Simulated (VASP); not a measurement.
# BaCuSeO (P4mm) in VASP: single point with PBE

Aim: the single point of BaCuSeO with PBE.

All numbers are computed with VASP 6.6.1; they aren't measurements. Logs are shortened: lines on timing, memory, paths and dates and some standing lists are left out, and cuts for length are marked.

### Step 1. The cell of the first run

The structure is tetragonal, space group P4mm (No. 99). The conventional cell has a = 4.489 Å, b = 4.489 Å, c = 10.336 Å, α = 90.00°, β = 90.00°, γ = 90.00°. Ba (site symmetry 4mm) has 4 O at 2.75 Å within 3.6 Å. Ba (site symmetry 4mm) has 4 O at 2.58 Å within 3.4 Å. Cu (site symmetry 2mm) has 4 Se at 2.63 to 2.65 Å and 4 Cu at 3.17 Å within 3.5 Å. Within 3.5 Å of Se (site symmetry 4mm) lie 4 Cu at 2.63 Å. Within 3.5 Å of Se (site symmetry 4mm) lie 4 Cu at 2.65 Å. O (site symmetry 2mm) has 4 Ba at 2.58 to 2.75 Å and 4 O at 3.17 Å within 3.4 Å.

### Step 2. Single point, PBE (strained and its atoms moved)

INCAR

```
SYSTEM = BaCuSeO
ALGO = Normal ; EDIFF = 1E-6
ENCUT = 520 ; GGA = PE
ISIF = 2 ; ISMEAR = 0
LASPH = .TRUE. ; LCHARG = .FALSE.
LREAL = .FALSE. ; LWAVE = .FALSE.
NBANDS = 43 ; NELM = 100
PREC = Accurate ; SIGMA = 0.1
```

KPOINTS

```
k-points
0
G
  8 8 4
  0 0 0
```

POSCAR

```
BaCuSeO
1.0
    4.4893266003      0.0000000000      0.0000000000
    0.0000000000      4.4893266003      0.0000000000
    0.0000000000      0.0000000000     10.3360798065
Ba Cu Se O
2 2 2 2
Direct
    0.0000000000      0.5000000000      0.6450037706
    0.5000000000      0.0000000000      0.3689911455
    0.5000000000      0.5000000000      0.0001970643
    0.0000000000      0.0000000000      0.0001970643
    0.5000000000      0.0000000000      0.8668334430
    0.0000000000      0.5000000000      0.1361528625
    0.5000000000      0.5000000000      0.4913123249
    0.0000000000      0.0000000000      0.4913123249
```

Potentials or basis: VASP PAW PBE potentials, release 64 (Ba_sv, Cu, Se, O).

Run with:

```
cat potpaw_PBE.64/Ba_sv/POTCAR potpaw_PBE.64/Cu/POTCAR potpaw_PBE.64/Se/POTCAR potpaw_PBE.64/O/POTCAR > POTCAR
mpirun -np 1 vasp_std > vasp.out
```

OUTCAR:

```text
SYSTEM = BaCuSeO
   EDIFF = 1E-6
   ENCUT = 520
   GGA = PE
   ISIF = 2
   ISMEAR = 0
   LASPH = .TRUE.
   LREAL = .FALSE.
   NELM = 100
   PREC = Accurate

 ion  position               nearest neighbor table
   1  0.000  0.500  0.645-   7 2.75   8 2.75   8 2.75   7 2.75   2 4.27   2 4.27   2 4.27   2 4.27

   2  0.500  0.000  0.369-   7 2.58   8 2.58   7 2.58   8 2.58   1 4.27   1 4.27   1 4.27   1 4.27

   3  0.500  0.500  0.000-   5 2.63   5 2.63   6 2.65   6 2.65
   4  0.000  0.000  0.000-   5 2.63   5 2.63   6 2.65   6 2.65
   5  0.500  0.000  0.867-   3 2.63   4 2.63   3 2.63   4 2.63
   6  0.000  0.500  0.136-   3 2.65   4 2.65   4 2.65   3 2.65
   7  0.500  0.500  0.491-   2 2.58   2 2.58   1 2.75   1 2.75
   8  0.000  0.000  0.491-   2 2.58   2 2.58   1 2.75   1 2.75

  LATTYP: Found a simple tetragonal cell.
 ALAT       =     4.4893266003
 C/A-ratio  =     2.3023675323

  Lattice vectors:

 A1 = (   4.4893266003,   0.0000000000,   0.0000000000)
 A2 = (   0.0000000000,   4.4893266003,   0.0000000000)
 A3 = (   0.0000000000,   0.0000000000,  10.3360798065)

Analysis of symmetry for initial positions (statically):
=====================================================================
 Subroutine PRICEL returns:
 Original cell was already a primitive cell.

 Routine SETGRP: Setting up the symmetry group for a
 simple tetragonal supercell.

 Subroutine GETGRP returns: Found  8 space group operations
 (whereof  4 operations were pure point group operations)
 out of a pool of 16 trial point group operations.

The static configuration has the point symmetry C_2v.
 The point group associated with its full space group is C_4v.

Analysis of symmetry for dynamics (positions and initial velocities):
=====================================================================
 Subroutine PRICEL returns:
 Original cell was already a primitive cell.

 Routine SETGRP: Setting up the symmetry group for a
 simple tetragonal supercell.

 Subroutine GETGRP returns: Found  8 space group operations
 (whereof  4 operations were pure point group operations)
 out of a pool of 16 trial point group operations.

The dynamic configuration has the point symmetry C_2v.
 The point group associated with its full space group is C_4v.

 Subroutine INISYM returns: Found  8 space group operations
 (whereof  4 operations are pure point group operations),
 and found     1 'primitive' translations

----------------------------------------------------------------------------------------

                                     Primitive cell

  volume of cell :     208.3139

  direct lattice vectors                    reciprocal lattice vectors
     4.489326600  0.000000000  0.000000000     0.222750557  0.000000000  0.000000000
     0.000000000  4.489326600  0.000000000     0.000000000  0.222750557  0.000000000
     0.000000000  0.000000000 10.336079807     0.000000000  0.000000000  0.096748479

  length of vectors
     4.489326600  4.489326600 10.336079807     0.222750557  0.222750557  0.096748479

  position of ions in fractional coordinates (direct lattice)
     0.000000000  0.500000000  0.645003771
     0.500000000  0.000000000  0.368991145
     0.500000000  0.500000000  0.000197064
     0.000000000  0.000000000  0.000197064
     0.500000000  0.000000000  0.866833443
     0.000000000  0.500000000  0.136152862
     0.500000000  0.500000000  0.491312325
     0.000000000  0.000000000  0.491312325

  ion indices of the primitive-cell ions
   primitive index   ion index
                 1           1
                 2           2
                 3           3
                 4           4
                 5           5
                 6           6
                 7           7
                 8           8

----------------------------------------------------------------------------------------

 KPOINTS: k-points

Automatic generation of k-mesh.
 Grid dimensions read from file:
 generate k-points for:    8    8    4

 Generating k-lattice:

  Cartesian coordinates                     Fractional coordinates (reciprocal lattice)
     0.027843820  0.000000000  0.000000000     0.125000000  0.000000000  0.000000000
     0.000000000  0.027843820  0.000000000     0.000000000  0.125000000  0.000000000
     0.000000000  0.000000000  0.024187120     0.000000000  0.000000000  0.250000000

  Length of vectors
     0.027843820  0.027843820  0.024187120

  Shift w.r.t. Gamma in fractional coordinates (k-lattice)
     0.000000000  0.000000000  0.000000000

 Subroutine IBZKPT returns following result:
 ===========================================

 Found     45 irreducible k-points:

 Following reciprocal coordinates:
            Coordinates               Weight
  0.000000  0.000000  0.000000      1.000000
  0.125000  0.000000  0.000000      4.000000
  0.250000  0.000000  0.000000      4.000000
  0.375000  0.000000  0.000000      4.000000
  0.500000  0.000000  0.000000      2.000000
  0.125000  0.125000  0.000000      4.000000
[... 16 lines left out ...]
  0.375000  0.125000  0.250000     16.000000
  0.500000  0.125000  0.250000      8.000000
 [... further k-points ...]
   k-points           NKPTS =     45   k-points in BZ     NKDIM =     45   number of bands    NBANDS=     43
   number of dos      NEDOS =    301   number of ions     NIONS =      8
   total plane-waves  NPLWV = 103680
   dimension x,y,z NGX =    36 NGY =   36 NGZ =   80
   dimension x,y,z NGXF=    72 NGYF=   72 NGZF=  160
   ions per type =               2   2   2   2
   NGX,Y,Z   is equivalent  to a cutoff of  13.33, 13.33, 12.87 a.u.
   NGXF,Y,Z  is equivalent  to a cutoff of  26.66, 26.66, 25.73 a.u.
 SYSTEM =  BaCuSeO
   PREC   = accura    normal or accurate (medium, high low for compatibility)
   ISTART =      0    job   : 0-new  1-cont  2-samecut
   ICHARG =      2    charge: 1-file 2-atom 10-const
   ISPIN  =      1    spin polarized calculation?
   LNONCOLLINEAR =      F non collinear calculations
   LSORBIT =      F    spin-orbit coupling
   LASPH  =      T    aspherical Exc in radial PAW
   ENCUT  =  520.0 eV  38.22 Ry    6.18 a.u.   8.35  8.35 19.22*2*pi/ulx,y,z
   NELM   =    100;   NELMIN=  2; NELMDL= -5     # of ELM steps
   EDIFF  = 0.1E-05   stopping-criterion for ELM
   LREAL  =      F    real-space projection
   EDIFFG = 0.1E-04   stopping-criterion for IOM
   NSW    =      0    number of steps for IOM
   IBRION =     -1    ionic relax: 0-MD 1-quasi-New 2-CG
   NFREE  =      0    steps in history (QN), initial steepest desc. (CG)
   ISIF   =      2    stress and relaxation
   ISYM   =      2    0-nonsym 1-usesym 2-fastsym
   POTIM  = 0.5000    time-step for ionic-motion
   TEBEG  =    0.0;   TEEND  =   0.0 temperature during run
   PSTRESS=    0.0 pullay stress
   NELECT =      66.0000    total number of electrons
   NUPDOWN=      -1.0000    fix difference up-down
   EMIN   =  10.00;   EMAX   =-10.00  energy-range for DOS
   EFERMI =   0.00;   METHOD = LEGACY
   ISMEAR =     0;   SIGMA  =   0.10  broadening in eV -4-tet -1-fermi 0-gaus
   EFERMI_NEDOS =   21; number of points for ismear=-14 and -15
   IALGO  =     38    algorithm
   IMIX   =      4    mixing-type and parameters
     AMIX     =   0.40;   BMIX     =  1.00
     AMIX_MAG =   1.60;   BMIX_MAG =  1.00
  volume/ion in A,a.u.               =      26.04       175.72
  Fermi-wavevector in a.u.,A,eV,Ry     =   1.116049  2.109027 16.946956  1.245566
  Thomas-Fermi vector in A             =   2.252660
   LORBIT       =      0    0 simple, 1 ext, 2 COOP (PROOUT), +10 PAW based schemes
   GGA     = PE    functional components
   LHFCALC =     F    Hartree Fock is set to
   AEXX    =    0.0000 exact exchange contribution
   IVDW    =     0    specifies the selected vdW correction
   LEPSILON=     F    determine dielectric tensor
   LRPA    =     F    only Hartree local field effects (RPA)
 non-spin polarized calculation
 Gauss-broadening in eV      SIGMA  =   0.10
  energy-cutoff  :      520.00
  volume of cell :      208.31
 maximum number of plane-waves:      5664
 NGX is ok and might be reduce to    36
   NGX = 17   NGY = 17   NGZ = 39

 number of electron      66.0000003 magnetization

 Free energy of the ion-electron system (eV)
  ---------------------------------------------------
  ext. energy  EPLUGINS =         0.00000000
  ---------------------------------------------------
  free energy    TOTEN  =       -37.28274970 eV

  energy without entropy =      -37.22507624  energy(sigma->0) =      -37.25391297

 E-fermi :   1.0932     XC(G=0):  -8.6707

 val. band max:        1.0902869130   @ k =   0.2500   0.1250   0.0000
 cond. band min:       1.0965122999   @ k =   0.2500   0.1250   0.2500
 fundamental gap:      0.0062253869
 Fermi energy:         1.0932497621

 k-point     1 :       0.0000    0.0000    0.0000
  band No.  band energies     occupation
      1     -24.9640      2.00000
      2     -24.0654      2.00000
      3     -14.3416      2.00000
      4     -13.8736      2.00000
      5     -11.3861      2.00000
      6     -10.8937      2.00000
[... 35 lines left out ...]
     42       7.3911      0.00000
     43       7.4181      0.00000

 k-point     2 :       0.1250    0.0000    0.0000
  band No.  band energies     occupation
      1     -24.9611      2.00000
      2     -24.0614      2.00000
      3     -14.3472      2.00000
      4     -13.9215      2.00000
      5     -11.3563      2.00000
      6     -10.8937      2.00000
[... 35 lines left out ...]
     42       7.1334      0.00000
     43       7.4472      0.00000

 k-point     3 :       0.2500    0.0000    0.0000
  band No.  band energies     occupation
      1     -24.9539      2.00000
      2     -24.0517      2.00000
      3     -14.3582      2.00000
      4     -14.0377      2.00000
      5     -11.2748      2.00000
      6     -10.8942      2.00000
[... 35 lines left out ...]
     42       7.1169      0.00000
     43       7.4467      0.00000

 k-point     4 :       0.3750    0.0000    0.0000
  band No.  band energies     occupation
      1     -24.9468      2.00000
      2     -24.0419      2.00000
      3     -14.3605      2.00000
      4     -14.1598      2.00000
      5     -11.1688      2.00000
      6     -10.9079      2.00000
[... 863 lines left out ...]
     42       6.9729      0.00000
     43       7.1217      0.00000

 k-point    23 :       0.3750    0.1250    0.2500
  band No.  band energies     occupation
      1     -24.9441      2.00000
      2     -24.0377      2.00000
      3     -14.3703      2.00000
      4     -14.1929      2.00000
      5     -11.1423      2.00000
      6     -10.8939      2.00000
[... 35 lines left out ...]
     42       7.0111      0.00000
     43       7.3130      0.00000

 k-point    24 :       0.5000    0.1250    0.2500
  band No.  band energies     occupation
      1     -24.9412      2.00000
      2     -24.0336      2.00000
      3     -14.3641      2.00000
      4     -14.2484      2.00000
      5     -11.0834      2.00000
      6     -10.9087      2.00000
[... 35 lines left out ...]
     42       7.0941      0.00000
     43       7.6489      0.00000

 [... further k-points ...]
[... 5 lines left out ...]
  --------------------------------------------------------------------------------------
  -------------------------------------------------------------------------------------
  Total       -7.4854177     -7.4854177     -6.6858017      0.0000000      0.0000000      0.0000000
  in kB      -57.5716087    -57.5716087    -51.4216276      0.0000000      0.0000000      0.0000000
  external PRESSURE =     -55.5216150 kB  Pullay stress =       0.0000000 kB

 VOLUME and BASIS-vectors are now :
 -----------------------------------------------------------------------------
  energy-cutoff  :      520.00
  volume of cell :      208.31
      direct lattice vectors                 reciprocal lattice vectors
     4.489326600  0.000000000  0.000000000     0.222750557  0.000000000  0.000000000
     0.000000000  4.489326600  0.000000000     0.000000000  0.222750557  0.000000000
     0.000000000  0.000000000 10.336079807     0.000000000  0.000000000  0.096748479

 POSITION                                       TOTAL-FORCE (eV/Angst)
 -----------------------------------------------------------------------------------
      0.00000      2.24466      6.66681         0.000000      0.000000     -1.529305
      2.24466      0.00000      3.81392         0.000000      0.000000      0.059972
      2.24466      2.24466      0.00204         0.000000      0.000000      0.083104
      0.00000      0.00000      0.00204         0.000000      0.000000      0.083104
      2.24466      0.00000      8.95966         0.000000      0.000000      0.802100
      0.00000      2.24466      1.40729         0.000000      0.000000     -1.088182
      2.24466      2.24466      5.07824         0.000000      0.000000      0.794604
      0.00000      0.00000      5.07824         0.000000      0.000000      0.794604
 -----------------------------------------------------------------------------------
    total drift:                                0.000000      0.000000      0.000106

  FREE ENERGIE OF THE ION-ELECTRON SYSTEM (eV)
  ---------------------------------------------------
  free  energy   TOTEN  =       -37.2827497026 eV

  energy  without entropy=      -37.2250762391  energy(sigma->0) =      -37.25391297
```

Wall time 12 min (1 thread of Intel Xeon 6975P-C, shared host); peak memory 0.59 GiB.

What came out:

* Free energy: -37.2827 eV
* Pressure: -5.6 GPa
* Largest force: 1.529 eV/Å
* Band gap on the k mesh: zero (band 33 reaches 1.38 eV, above the bottom of band 34 at 0.87 eV)

Forces in eV/Å, atoms in the order of the input:
```
Ba   0.000  0.000 -1.529
Ba   0.000  0.000  0.060
Cu   0.000  0.000  0.083
Cu   0.000  0.000  0.083
Se   0.000  0.000  0.802
Se   0.000  0.000 -1.088
O    0.000  0.000  0.795
O    0.000  0.000  0.795
```

Caveat: the cell differs from its parent crystal (strained and its atoms moved); spin-orbit coupling is left out, which moves the levels of the heavy elements; semilocal functionals often make such compounds metallic where correlation or magnetic order opens a gap, which also shifts bond lengths; forces of over 1 eV/Å act on the atoms, so gaps and moduli don't describe the material at rest.
